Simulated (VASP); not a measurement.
# InSb3 (P4/mmm) in VASP: further runs, part 2 of 2

VASP 6.6.1. The steps go on from the part before.

## 4. Single point, PBEsol (25.72 Å³/atom)

This run uses another cell than the first one, of 25.72 Å³/atom.

INCAR reads:

```
PREC = Accurate ; ENCUT = 520
EDIFF = 1E-7 ; ISMEAR = 0
SIGMA = 0.15 ; LREAL = False
LASPH = True ; NELM = 80
ALGO = Normal ; ISIF = 2
LWAVE = False ; LCHARG = False
GGA = PS ; NBANDS = 22
```

KPOINTS reads:

```
Automatic mesh
0
Gamma
  10 10 10
```

POSCAR reads:

```
InSb3
1.0
    4.5002897603      0.0000000000      0.0000000000
    0.0000000000      4.5002897603      0.0000000000
    0.0000000000      0.0000000000      5.0808271394
In Sb
1 3
Direct
    0.0000000000      0.0000000000      0.0000000000
    0.5000000000      0.0000000000      0.5000000000
    0.0000000000      0.5000000000      0.5000000000
    0.5000000000      0.5000000000      0.0000000000
```

Command:

```
$ cat potpaw_PBE.64/In_d/POTCAR potpaw_PBE.64/Sb/POTCAR > POTCAR
$ mpirun -np 1 vasp_std > vasp.out
```

Wall time 5.3 min (1 thread of Intel Xeon 8259CL, shared host); peak memory 0.41 GiB.

It converged, with:

| Item | Value |
| --- | --- |
| Free energy | -16.0511 eV |
| Pressure | 1.8 GPa |
| Band gap on the k mesh | zero (bands 14 and 15 overlap by 4.19 eV) |

Levels at points of the mesh, in eV from the Fermi level:
```
           k point  band 11  band 12  band 13  band 14  band 15  band 16  band 17  band 18
(0.00, 0.00, 0.00)    -4.27    -3.36     0.13     0.13     0.59     1.83     2.46     2.46
(0.50, 0.00, 0.00)    -2.73    -2.51    -1.80    -1.15    -0.95     1.82     2.47     2.89
(0.50, 0.50, 0.00)    -2.46    -2.46    -1.74    -1.46    -1.46    -1.41     0.51     4.84
(0.00, 0.00, 0.50)    -3.15    -2.15    -2.15    -0.66    -0.64     1.15     1.81     3.15
(0.50, 0.00, 0.50)    -1.24    -1.20    -1.15    -1.02    -0.82     0.30     1.32     2.74
(0.50, 0.50, 0.50)    -5.27    -5.27    -4.90     2.73     3.10     3.10     5.00     5.08
```

Caveat: the PAW data sets were made with another functional, which shifts forces and pressure a little; spin-orbit coupling is left out, which moves the levels of the heavy elements.

## 5. Single point, PBEsol (25.72 Å³/atom)

This run uses another cell than the first one, of 25.72 Å³/atom.

INCAR reads:

```
ALGO = Normal
EDIFF = 1E-7
ENCUT = 520
GGA = PS
ISIF = 2
ISMEAR = 0
LASPH = T
LCHARG = F
LREAL = F
LWAVE = F
NBANDS = 22
NELM = 60
PREC = Accurate
SIGMA = 0.15
```

KPOINTS reads:

```
k-points
0
Gamma
  10 10 10
```

POSCAR reads:

```
InSb3
1.0
    4.8795103481      0.0000000000      0.0000000000
    0.0000000000      4.8795103481      0.0000000000
    0.0000000000      0.0000000000      4.3217823154
In Sb
1 3
Direct
    0.0000000000      0.0000000000      0.0000000000
    0.5000000000      0.0000000000      0.5000000000
    0.0000000000      0.5000000000      0.5000000000
    0.5000000000      0.5000000000      0.0000000000
```

Command:

```
$ cat potpaw_PBE.64/In_d/POTCAR potpaw_PBE.64/Sb/POTCAR > POTCAR
$ mpirun -np 1 vasp_std > vasp.out
```

It took 4.4 min on 1 thread of Intel Xeon 8259CL, shared host; peak memory 0.39 GiB.

The run converged. Its results:

- Free energy: -16.0713 eV
- Pressure: 1.6 GPa
- Band gap on the k mesh: zero (bands 14 and 15 overlap by 4.34 eV)

Stress tensor (GPa, compression positive):
```
1.92 0.00 0.00
0.00 1.92 0.00
0.00 0.00 0.97
```

Levels at points of the mesh, in eV from the Fermi level:
```
           k point  band 12  band 13  band 14  band 15  band 16  band 17
(0.00, 0.00, 0.00)    -3.38     0.01     0.01     0.69     2.08     2.36
(0.50, 0.00, 0.00)    -2.50    -1.63    -0.65    -0.61     1.91     2.39
(0.50, 0.50, 0.00)    -0.75    -0.75    -0.67    -0.67     0.87     1.67
(0.00, 0.00, 0.50)    -2.35    -2.35    -1.74    -1.38     1.76     1.76
(0.50, 0.00, 0.50)    -2.03    -1.64    -1.41    -1.26    -0.86     0.71
(0.50, 0.50, 0.50)    -5.23    -4.92     2.96     3.09     3.97     3.97
```

Caveat: the PAW data sets were made with another functional, which shifts forces and pressure a little; spin-orbit coupling is left out, which moves the levels of the heavy elements.

## 6. Single point, PBEsol (26.43 Å³/atom)

This run uses another cell than the first one, of 26.43 Å³/atom.

INCAR reads:

```
SYSTEM = InSb3
PREC = Accurate ; ENCUT = 520
EDIFF = 1E-6 ; ISMEAR = 0
SIGMA = 0.15 ; LREAL = .FALSE.
LASPH = .TRUE. ; NELM = 100
ALGO = Normal ; ISIF = 2
LWAVE = .FALSE. ; LCHARG = .FALSE.
GGA = PS ; NBANDS = 22
```

KPOINTS reads:

```
regular mesh
0
G
  10 10 10
  0 0 0
```

POSCAR reads:

```
InSb3
1.0
    5.0242051309      0.0000000000      0.0000000000
    0.0000000000      5.0242051309      0.0000000000
    0.0000000000      0.0000000000      4.1881773971
In Sb
1 3
Direct
    0.0000000000      0.0000000000      0.0000000000
    0.5000000000      0.0000000000      0.5000000000
    0.0000000000      0.5000000000      0.5000000000
    0.5000000000      0.5000000000      0.0000000000
```

Potentials or basis: VASP PAW PBE potentials, release 64 (In_d, Sb).

Command:

```
$ cat potpaw_PBE.64/In_d/POTCAR potpaw_PBE.64/Sb/POTCAR > POTCAR
$ mpirun -np 1 vasp_std > vasp.out
```

Wall time 4 min (1 thread of Intel Xeon 8259CL, shared host); peak memory 0.41 GiB.

Results (log left out):

| Property | Result |
| --- | --- |
| Free energy | -16.1206 eV |
| Pressure | -0.4 GPa |
| Band gap on the k mesh | zero (bands 14 and 15 overlap by 4.00 eV) |

Stress tensor (GPa, compression positive):
```
 0.15  0.00  0.00
 0.00  0.15  0.00
 0.00  0.00 -1.52
```

Levels at points of the mesh, in eV from the Fermi level:
| k point | band 12 | band 13 | band 14 | band 15 | band 16 | band 17 |
| --- | --- | --- | --- | --- | --- | --- |
| (0.00, 0.00, 0.00) | -3.18 | -0.33 | -0.33 | 0.89 | 2.28 | 2.83 |
| (0.50, 0.00, 0.00) | -2.00 | -1.11 | -0.28 | -0.20 | 1.62 | 2.20 |
| (0.50, 0.50, 0.00) | -0.34 | -0.34 | -0.29 | -0.29 | 1.41 | 1.96 |
| (0.00, 0.00, 0.50) | -2.22 | -2.22 | -1.89 | -1.49 | 1.48 | 1.48 |
| (0.50, 0.00, 0.50) | -2.11 | -1.59 | -1.41 | -1.19 | -1.08 | 0.72 |
| (0.50, 0.50, 0.50) | -4.94 | -4.75 | 2.51 | 2.64 | 3.62 | 3.62 |

Caveat: the PAW data sets were made with another functional, which shifts forces and pressure a little; spin-orbit coupling is left out, which moves the levels of the heavy elements.

## 7. The runs side by side

| cell | gap on the mesh (eV) | pressure (GPa) |
| --- | --- | --- |
| a = 4.328, b = 4.328, c = 5.192 Å, 4 atoms | none | 6.4 |
| a = 4.782, b = 4.782, c = 4.500 Å, 4 atoms | none | 1.7 |
| a = 4.500, b = 4.500, c = 5.081 Å, 4 atoms | none | 1.8 |
| a = 4.880, b = 4.880, c = 4.322 Å, 4 atoms | none | 1.6 |
| a = 5.024, b = 5.024, c = 4.188 Å, 4 atoms | none | -0.4 |

Alike in all rows: task single point; level PBEsol; potentials or basis VASP PAW PBE potentials, release 64 (In_d, Sb); no spin polarisation; k mesh 10 × 10 × 10; cutoff (eV) 520; smearing gaussian 0.15 eV.

Caveats: the PAW data sets were made with another functional, which shifts forces and pressure a little; spin-orbit coupling is left out, which moves the levels of the heavy elements; the cell stands under pressure (at least some runs).

Total energies depend on the potentials used, so only differences within one code and one set of settings carry meaning.
